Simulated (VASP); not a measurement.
# AgCl (Immm) in VASP: further runs, part 2 of 2

VASP 6.6.1.

**3. Single point, PBEsol (strain +0.0150 x Voigt [0, 0, 0, 0, 1, 0])**

INCAR reads:

```
  PREC = Accurate
  ENCUT = 520
  EDIFF = 1E-6
  ISMEAR = 0
  SIGMA = 0.05
  LREAL = F
  LASPH = T
  NELM = 80
  ALGO = Normal
  ISIF = 2
  LWAVE = F
  LCHARG = T
  GGA = PS
  LELF = T
  LVHAR = T
  NBANDS = 16
```

KPOINTS reads:

```
Automatic mesh
0
Gamma
  8 8 8
```

POSCAR reads:

```
AgCl
1.0
    0.0207986250      2.7731500000      2.7731500000
    2.7939486250      0.0000000000      2.7939486250
    2.7731500000      2.7731500000      0.0207986250
Ag Cl
1 1
Direct
    0.5000000000      0.5000000000      0.5000000000
    0.0000000000      0.0000000000      0.0000000000
```

Potentials or basis: VASP PAW PBE potentials, release 64 (Ag, Cl).

Started as:

```sh
cat potpaw_PBE.64/Ag/POTCAR potpaw_PBE.64/Cl/POTCAR > POTCAR
mpirun -np 1 vasp_std > vasp.out
```

OUTCAR:

```text
PREC = Accurate
   ENCUT = 520
   EDIFF = 1E-6
   ISMEAR = 0
   LREAL = F
   LASPH = T
   NELM = 80
   ISIF = 2
   GGA = PS

 ion  position               nearest neighbor table
   1  0.500  0.500  0.500-   2 2.77   2 2.77   2 2.77   2 2.77   2 2.77   2 2.77
   2  0.000  0.000  0.000-   1 2.77   1 2.77   1 2.77   1 2.77   1 2.77   1 2.77

  LATTYP: Found a body centered orthorhombic cell.
 ALAT       =     3.8924126429
 B/A-ratio  =     1.0151133501
 C/A-ratio  =     1.4249003147

  Lattice vectors:

 A1 = (   0.0207986250,  -2.7731500000,   2.7731500000)
 A2 = (  -0.0207986250,  -2.7731500000,  -2.7731500000)
 A3 = (   2.7731500000,   2.7731500000,   0.0207986250)

Analysis of symmetry for initial positions (statically):
=====================================================================
 Subroutine PRICEL returns:
 Original cell was already a primitive cell.

 Routine SETGRP: Setting up the symmetry group for a
 body centered orthorhombic supercell.

 Subroutine GETGRP returns: Found  8 space group operations
 (whereof  8 operations were pure point group operations)
 out of a pool of  8 trial point group operations.

The static configuration has the point symmetry D_2h.

Analysis of symmetry for dynamics (positions and initial velocities):
=====================================================================
 Subroutine PRICEL returns:
 Original cell was already a primitive cell.

 Routine SETGRP: Setting up the symmetry group for a
 body centered orthorhombic supercell.

 Subroutine GETGRP returns: Found  8 space group operations
 (whereof  8 operations were pure point group operations)
 out of a pool of  8 trial point group operations.

The dynamic configuration has the point symmetry D_2h.

 Subroutine INISYM returns: Found  8 space group operations
 (whereof  8 operations are pure point group operations),
 and found     1 'primitive' translations

----------------------------------------------------------------------------------------

                                     Primitive cell

  volume of cell :      42.6506

  direct lattice vectors                    reciprocal lattice vectors
     0.020798625  2.773150000  2.773150000    -0.181662852  0.180300380  0.181662852
     2.793948625  0.000000000  2.793948625     0.178958194 -0.180300380  0.178958194
     2.773150000  2.773150000  0.020798625     0.181662852  0.180300380 -0.181662852

  length of vectors
     3.921881491  3.951240038  3.921881491     0.313864637  0.310741529  0.313864637

  position of ions in fractional coordinates (direct lattice)
     0.500000000  0.500000000  0.500000000
     0.000000000  0.000000000  0.000000000

  ion indices of the primitive-cell ions
   primitive index   ion index
                 1           1
                 2           2

----------------------------------------------------------------------------------------

 KPOINTS: Automatic mesh

Automatic generation of k-mesh.
 Grid dimensions read from file:
 generate k-points for:    8    8    8

 Generating k-lattice:

  Cartesian coordinates                     Fractional coordinates (reciprocal lattice)
    -0.022707856  0.022537548  0.022707856     0.125000000  0.000000000 -0.000000000
     0.022369774 -0.022537548  0.022369774    -0.000000000  0.125000000 -0.000000000
     0.022707856  0.022537548 -0.022707856     0.000000000  0.000000000  0.125000000

  Length of vectors
     0.039233080  0.038842691  0.039233080

  Shift w.r.t. Gamma in fractional coordinates (k-lattice)
     0.000000000  0.000000000  0.000000000

 Subroutine IBZKPT returns following result:
 ===========================================

 Found     95 irreducible k-points:

 Following reciprocal coordinates:
            Coordinates               Weight
  0.000000  0.000000  0.000000      1.000000
  0.125000  0.000000 -0.000000      4.000000
  0.250000  0.000000 -0.000000      4.000000
  0.375000  0.000000 -0.000000      4.000000
  0.500000  0.000000 -0.000000      2.000000
  0.000000  0.125000  0.000000      4.000000
[... 16 lines left out ...]
  0.125000  0.375000  0.000000      8.000000
  0.250000  0.375000  0.000000      8.000000
 [... further k-points ...]
   k-points           NKPTS =     95   k-points in BZ     NKDIM =     95   number of bands    NBANDS=     16
   number of dos      NEDOS =    301   number of ions     NIONS =      2
   total plane-waves  NPLWV =  27000
   dimension x,y,z NGX =    30 NGY =   30 NGZ =   30
   dimension x,y,z NGXF=    60 NGYF=   60 NGZF=   60
   ions per type =               1   1
   NGX,Y,Z   is equivalent  to a cutoff of  12.72, 12.62, 12.72 a.u.
   NGXF,Y,Z  is equivalent  to a cutoff of  25.43, 25.24, 25.43 a.u.
 SYSTEM =  unknown system
   PREC   = accura    normal or accurate (medium, high low for compatibility)
   ISTART =      0    job   : 0-new  1-cont  2-samecut
   ICHARG =      2    charge: 1-file 2-atom 10-const
   ISPIN  =      1    spin polarized calculation?
   LNONCOLLINEAR =      F non collinear calculations
   LSORBIT =      F    spin-orbit coupling
   LASPH  =      T    aspherical Exc in radial PAW
   ENCUT  =  520.0 eV  38.22 Ry    6.18 a.u.   7.29  7.35  7.29*2*pi/ulx,y,z
   NELM   =     80;   NELMIN=  2; NELMDL= -5     # of ELM steps
   EDIFF  = 0.1E-05   stopping-criterion for ELM
   LREAL  =      F    real-space projection
   EDIFFG = 0.1E-04   stopping-criterion for IOM
   NSW    =      0    number of steps for IOM
   IBRION =     -1    ionic relax: 0-MD 1-quasi-New 2-CG
   NFREE  =      0    steps in history (QN), initial steepest desc. (CG)
   ISIF   =      2    stress and relaxation
   ISYM   =      2    0-nonsym 1-usesym 2-fastsym
   POTIM  = 0.5000    time-step for ionic-motion
   TEBEG  =    0.0;   TEEND  =   0.0 temperature during run
   PSTRESS=    0.0 pullay stress
   NELECT =      18.0000    total number of electrons
   NUPDOWN=      -1.0000    fix difference up-down
   EMIN   =  10.00;   EMAX   =-10.00  energy-range for DOS
   EFERMI =   0.00;   METHOD = LEGACY
   ISMEAR =     0;   SIGMA  =   0.05  broadening in eV -4-tet -1-fermi 0-gaus
   EFERMI_NEDOS =   21; number of points for ismear=-14 and -15
   IALGO  =     38    algorithm
   IMIX   =      4    mixing-type and parameters
     AMIX     =   0.40;   BMIX     =  1.00
     AMIX_MAG =   1.60;   BMIX_MAG =  1.00
  volume/ion in A,a.u.               =      21.33       143.91
  Fermi-wavevector in a.u.,A,eV,Ry     =   1.227978  2.320541 20.516620  1.507929
  Thomas-Fermi vector in A             =   2.362921
   LORBIT       =      0    0 simple, 1 ext, 2 COOP (PROOUT), +10 PAW based schemes
   GGA     = PS    functional components
   LHFCALC =     F    Hartree Fock is set to
   AEXX    =    0.0000 exact exchange contribution
   IVDW    =     0    specifies the selected vdW correction
   LEPSILON=     F    determine dielectric tensor
   LRPA    =     F    only Hartree local field effects (RPA)
 non-spin polarized calculation
 Gauss-broadening in eV      SIGMA  =   0.05
  energy-cutoff  :      520.00
  volume of cell :       42.65
 maximum number of plane-waves:      1169
 NGX is ok and might be reduce to    30
   NGX = 15   NGY = 15   NGZ = 15

 number of electron      18.0000004 magnetization

 Free energy of the ion-electron system (eV)
  ---------------------------------------------------
  ext. energy  EPLUGINS =         0.00000000
  ---------------------------------------------------
  free energy    TOTEN  =        -6.04113062 eV

  energy without entropy =       -6.04113062  energy(sigma->0) =       -6.04113062

 E-fermi :   3.9358     XC(G=0): -10.2160

 val. band max:        3.7265100546   @ k =   0.5000   0.0000  -0.0000
 cond. band min:       4.4430246246   @ k =   0.0000   0.0000   0.0000
 fundamental gap:      0.7165145699
 Fermi energy:         3.9357524969

 k-point     1 :       0.0000    0.0000    0.0000
  band No.  band energies     occupation
      1     -11.4290      2.00000
      2       1.2267      2.00000
      3       1.2357      2.00000
      4       1.2504      2.00000
      5       1.2782      2.00000
      6       1.2799      2.00000
[... 8 lines left out ...]
     15      16.8194      0.00000
     16      16.8827      0.00000
[... 419 lines left out ...]
 k-point    24 :       0.2500    0.3750    0.0000
  band No.  band energies     occupation
      1     -11.0632      2.00000
      2      -0.9590      2.00000
      3       0.1717      2.00000
      4       0.2937      2.00000
      5       1.1835      2.00000
      6       1.5736      2.00000
[... 8 lines left out ...]
     15      18.2857      0.00000
     16      19.3102      0.00000

 [... further k-points ...]
[... 5 lines left out ...]
  --------------------------------------------------------------------------------------
  -------------------------------------------------------------------------------------
  Total       -0.7298761     -0.7303352     -0.7298761      0.0000000      0.0000000     -0.0261574
  in kB      -27.4178921    -27.4351394    -27.4178921      0.0000000      0.0000000     -0.9826076
  external PRESSURE =     -27.4236412 kB  Pullay stress =       0.0000000 kB

 VOLUME and BASIS-vectors are now :
 -----------------------------------------------------------------------------
  energy-cutoff  :      520.00
  volume of cell :       42.65
      direct lattice vectors                 reciprocal lattice vectors
     0.020798625  2.773150000  2.773150000    -0.181662852  0.180300380  0.181662852
     2.793948625  0.000000000  2.793948625     0.178958194 -0.180300380  0.178958194
     2.773150000  2.773150000  0.020798625     0.181662852  0.180300380 -0.181662852

 POSITION                                       TOTAL-FORCE (eV/Angst)
 -----------------------------------------------------------------------------------
      2.79395      2.77315      2.79395        -0.000000     -0.000000      0.000000
      0.00000      0.00000      0.00000         0.000000      0.000000     -0.000000
 -----------------------------------------------------------------------------------
    total drift:                                0.000000      0.000000      0.000000

  FREE ENERGIE OF THE ION-ELECTRON SYSTEM (eV)
  ---------------------------------------------------
  free  energy   TOTEN  =        -6.0411306238 eV

  energy  without entropy=       -6.0411306238  energy(sigma->0) =       -6.04113062
```

OSZICAR:

```text
N       E                     dE             d eps       ncg     rms          rms(c)
DAV:   1     0.905683044998E+02    0.90568E+02   -0.85140E+03  3040   0.101E+03
DAV:   2    -0.322595975572E+01   -0.93794E+02   -0.85672E+02  3792   0.215E+02
DAV:   3    -0.619060725164E+01   -0.29646E+01   -0.29556E+01  3696   0.389E+01
DAV:   4    -0.620547543888E+01   -0.14868E-01   -0.14866E-01  3904   0.318E+00
DAV:   5    -0.620563386648E+01   -0.15843E-03   -0.15843E-03  3728   0.328E-01    0.643E+00
DAV:   6    -0.604530996256E+01    0.16032E+00   -0.28279E-01  3976   0.704E+00    0.418E+00
DAV:   7    -0.604253698786E+01    0.27730E-02   -0.67664E-02  3520   0.172E+00    0.194E+00
DAV:   8    -0.604112995407E+01    0.14070E-02   -0.40849E-03  3728   0.650E-01    0.296E-01
DAV:   9    -0.604109866738E+01    0.31287E-04   -0.37708E-04  3816   0.264E-01    0.523E-02
DAV:  10    -0.604112859065E+01   -0.29923E-04   -0.52483E-05  3744   0.631E-02    0.115E-02
DAV:  11    -0.604113067219E+01   -0.20815E-05   -0.15635E-06  3872   0.951E-03    0.212E-03
DAV:  12    -0.604113062383E+01    0.48356E-07   -0.77778E-08  1952   0.192E-03
   1 F= -.60411306E+01 E0= -.60411306E+01  d E =-.332806E-11
```

Wall time 24 s (1 thread of Intel Xeon 6975P-C (Granite Rapids), shared host); peak memory 0.21 GiB.

What came out:

- Free energy: -6.0411 eV
- Pressure: -2.7 GPa
- Band gap on the k mesh: 0.72 eV, indirect (least direct gap 3.03 eV)

Levels at points of the mesh, in eV from the valence-band top:
```
           k point  band 6  band 7  band 8  band 9  band 10  band 11  band 12  band 13
(0.00, 0.00, 0.00)   -2.45   -2.38   -2.35   -2.31     0.72    10.64    10.73    10.82
(0.50, 0.00, 0.00)   -2.10   -1.79   -0.02    0.00     4.00     6.46     7.42     7.51
(0.00, 0.50, 0.00)   -2.11   -1.81   -0.03   -0.01     4.05     6.39     7.52     7.61
(0.50, 0.50, 0.00)   -2.26   -1.99   -1.99   -1.91     2.23     7.84     8.44    11.34
(0.50, 0.00, 0.50)   -2.25   -1.99   -1.99   -1.91     2.22     7.84     8.44    11.27
```

Caveat: the cell differs from its parent crystal (strain +0.0150 x Voigt [0, 0, 0, 0, 1, 0]); the PAW data sets were made with another functional, which shifts forces and pressure a little. A k mesh can miss the band edges.

**4. Single point, PBEsol (strain +0.0525 x Voigt [0, 0, 0, 0, 1, 0])**

INCAR reads:

```
SYSTEM = AgCl
PREC = Accurate
ENCUT = 520
EDIFF = 1E-6
ISMEAR = 0
SIGMA = 0.05
LREAL = .FALSE.
LASPH = .TRUE.
NELM = 100
ALGO = Normal
ISIF = 2
LWAVE = .FALSE.
LCHARG = .FALSE.
GGA = PS
NBANDS = 16
```

KPOINTS reads:

```
Automatic mesh
0
G
  8 8 8
  0 0 0
```

POSCAR reads:

```
AgCl
1.0
    0.0727951875      2.7731500000      2.7731500000
    2.8459451875      0.0000000000      2.8459451875
    2.7731500000      2.7731500000      0.0727951875
Ag Cl
1 1
Direct
    0.5000000000      0.5000000000      0.5000000000
    0.0000000000      0.0000000000      0.0000000000
```

Potentials or basis: VASP PAW PBE potentials, release 64 (Ag, Cl).

Started as:

```sh
cat potpaw_PBE.64/Ag/POTCAR potpaw_PBE.64/Cl/POTCAR > POTCAR
mpirun -np 1 vasp_std > vasp.out
```

OUTCAR:

```text
SYSTEM = AgCl
   PREC = Accurate
   ENCUT = 520
   EDIFF = 1E-6
   ISMEAR = 0
   LREAL = .FALSE.
   LASPH = .TRUE.
   NELM = 100
   ISIF = 2
   GGA = PS

 ion  position               nearest neighbor table
   1  0.500  0.500  0.500-   2 2.77   2 2.77   2 2.77   2 2.77   2 2.77   2 2.77
   2  0.000  0.000  0.000-   1 2.77   1 2.77   1 2.77   1 2.77   1 2.77   1 2.77

  LATTYP: Found a body centered orthorhombic cell.
 ALAT       =     3.8188783991
 B/A-ratio  =     1.0539152760
 C/A-ratio  =     1.4523374196

  Lattice vectors:

 A1 = (   0.0727951875,  -2.7731500000,   2.7731500000)
 A2 = (  -0.0727951875,  -2.7731500000,  -2.7731500000)
 A3 = (   2.7731500000,   2.7731500000,   0.0727951875)

Analysis of symmetry for initial positions (statically):
=====================================================================
 Subroutine PRICEL returns:
 Original cell was already a primitive cell.

 Routine SETGRP: Setting up the symmetry group for a
 body centered orthorhombic supercell.

 Subroutine GETGRP returns: Found  8 space group operations
 (whereof  8 operations were pure point group operations)
[... 159 lines left out ...]
  ext. energy  EPLUGINS =         0.00000000
  ---------------------------------------------------
  free energy    TOTEN  =        -6.03936231 eV

  energy without entropy =       -6.03936231  energy(sigma->0) =       -6.03936231

 E-fermi :   3.9973     XC(G=0): -10.2206

 val. band max:        3.7617522858   @ k =   0.5000   0.0000   0.0000
 cond. band min:       4.4422844882   @ k =   0.0000   0.0000   0.0000
 fundamental gap:      0.6805322024
 Fermi energy:         3.9972528268

 k-point     1 :       0.0000    0.0000    0.0000
  band No.  band energies     occupation
      1     -11.4226      2.00000
      2       1.2003      2.00000
      3       1.2159      2.00000
      4       1.2769      2.00000
      5       1.2834      2.00000
      6       1.2855      2.00000
[... 433 lines left out ...]
      3       0.1771      2.00000
      4       0.3202      2.00000
      5       1.1988      2.00000
      6       1.5656      2.00000
[... 8 lines left out ...]
     15      18.2169      0.00000
     16      19.2146      0.00000

 [... further k-points ...]
[... 5 lines left out ...]
  --------------------------------------------------------------------------------------
  -------------------------------------------------------------------------------------
  Total       -0.7319932     -0.7393307     -0.7319932      0.0000000      0.0000000     -0.0922960
  in kB      -27.5148356    -27.7906419    -27.5148356      0.0000000      0.0000000     -3.4693079
  external PRESSURE =     -27.6067711 kB  Pullay stress =       0.0000000 kB

 VOLUME and BASIS-vectors are now :
 -----------------------------------------------------------------------------
  energy-cutoff  :      520.00
  volume of cell :       42.62
      direct lattice vectors                 reciprocal lattice vectors
     0.072795187  2.773150000  2.773150000    -0.185160853  0.180300380  0.185160853
     2.845945187  0.000000000  2.845945187     0.175688556 -0.180300380  0.175688556
     2.773150000  2.773150000  0.072795187     0.185160853  0.180300380 -0.185160853

 POSITION                                       TOTAL-FORCE (eV/Angst)
 -----------------------------------------------------------------------------------
      2.84595      2.77315      2.84595        -0.000000      0.000000     -0.000000
      0.00000      0.00000      0.00000         0.000000      0.000000      0.000000
 -----------------------------------------------------------------------------------
    total drift:                                0.000000      0.000000      0.000000

  FREE ENERGIE OF THE ION-ELECTRON SYSTEM (eV)
  ---------------------------------------------------
  free  energy   TOTEN  =        -6.0393623052 eV

  energy  without entropy=       -6.0393623052  energy(sigma->0) =       -6.03936231
```

stdout:

```text
POSCAR found type information on POSCAR AgCl
 POSCAR found :  2 types and       2 ions
 scaLAPACK will be used
 -----------------------------------------------------------------------------
|                                                                             |
|                                                                             |
|     You enforced a specific xc type in the INCAR file but a different       |
|     I HOPE YOU KNOW WHAT YOU ARE DOING!                                     |
|                                                                             |
 -----------------------------------------------------------------------------

 LDA part: xc-table for (Slater+PW92), standard interpolation
 POSCAR, INCAR and KPOINTS ok, starting setup
 FFT: planning ... GRIDC
 FFT: planning ... GRID_SOFT
 FFT: planning ... GRID
 WAVECAR not read
 entering main loop
```

Wall time 25 s (1 thread of Intel Xeon 6975P-C (Granite Rapids), shared host); peak memory 0.21 GiB.

What came out:

- Free energy: -6.0394 eV
- Pressure: -2.8 GPa
- Band gap on the k mesh: 0.68 eV, indirect (least direct gap 2.93 eV)

Caveat: the cell differs from its parent crystal (strain +0.0525 x Voigt [0, 0, 0, 0, 1, 0]); the PAW data sets were made with another functional, which shifts forces and pressure a little. A k mesh can miss the band edges.

**5. Single point, PBEsol (strain +0.0375 x Voigt [0, 0, 0, 0, 1, 0])**

INCAR reads:

```
SYSTEM = AgCl
  ALGO = Normal
  EDIFF = 1E-6
  ENCUT = 520
  GGA = PS
  ISIF = 2
  ISMEAR = 0
  LASPH = .TRUE.
  LCHARG = .TRUE.
  LELF = .TRUE.
  LREAL = .FALSE.
  LVHAR = .TRUE.
  LWAVE = .FALSE.
  NBANDS = 16
  NELM = 100
  PREC = Accurate
  SIGMA = 0.05
```

KPOINTS reads:

```
k-points
0
G
  8 8 8
  0 0 0
```

POSCAR reads:

```
AgCl
1.0
    0.0519965625      2.7731500000      2.7731500000
    2.8251465625      0.0000000000      2.8251465625
    2.7731500000      2.7731500000      0.0519965625
Ag Cl
1 1
Direct
    0.5000000000      0.5000000000      0.5000000000
    0.0000000000      0.0000000000      0.0000000000
```

Started as:

```sh
cat potpaw_PBE.64/Ag/POTCAR potpaw_PBE.64/Cl/POTCAR > POTCAR
mpirun -np 1 vasp_std > vasp.out
```

Wall time 25 s (1 thread of Intel Xeon 6975P-C (Granite Rapids), shared host); peak memory 0.2 GiB.

The run converged. Its results:

- Free energy: -6.0403 eV
- Pressure: -2.8 GPa
- Band gap on the k mesh: 0.70 eV, indirect (least direct gap 2.97 eV)

Stress tensor (GPa, compression positive):
```
-2.75  0.00 -0.25
 0.00 -2.76  0.00
-0.25  0.00 -2.75
```

Levels at points of the mesh, in eV from the valence-band top:
```tsv
k point	band 5	band 6	band 7	band 8	band 9	band 10	band 11	band 12	band 13	band 14
(0.00, 0.00, 0.00)	-2.47	-2.46	-2.44	-2.37	-2.28	0.70	10.49	10.71	10.95	12.01
(0.50, 0.00, 0.00)	-2.14	-2.11	-1.78	-0.04	0.00	3.94	6.48	7.27	7.49	13.20
(0.00, 0.50, 0.00)	-2.17	-2.12	-1.84	-0.07	-0.03	4.06	6.32	7.52	7.74	13.30
(0.50, 0.50, 0.00)	-2.85	-2.28	-2.01	-2.01	-1.93	2.21	7.82	8.40	11.32	11.34
(0.50, 0.00, 0.50)	-2.85	-2.27	-2.01	-2.01	-1.93	2.20	7.83	8.43	11.15	11.51
```

Caveat: the cell differs from its parent crystal (strain +0.0375 x Voigt [0, 0, 0, 0, 1, 0]); the PAW data sets were made with another functional, which shifts forces and pressure a little.

**6. The runs side by side**

```tsv
cell	gap on the mesh (eV)	pressure (GPa)
a = 3.922, b = 4.010 Å, angles 59.3, 58.5, 59.3°, 2 atoms	0.69	-2.8
a = 3.922, b = 3.951 Å, angles 59.8, 59.5, 59.8°, 2 atoms	0.72	-2.7
a = 3.923, b = 4.025 Å, angles 59.1, 58.3, 59.1°, 2 atoms	0.68	-2.8
a = 3.922, b = 3.995 Å, angles 59.4, 58.8, 59.4°, 2 atoms	0.70	-2.8
```

Alike in all rows: task single point; level PBEsol; potentials or basis VASP PAW PBE potentials, release 64 (Ag, Cl); no spin polarisation; k mesh 8 × 8 × 8; cutoff (eV) 520; smearing gaussian 0.05 eV.

Caveats: the PAW data sets were made with another functional, which shifts forces and pressure a little.

Absolute energies hang on the potentials; compare differences alone.
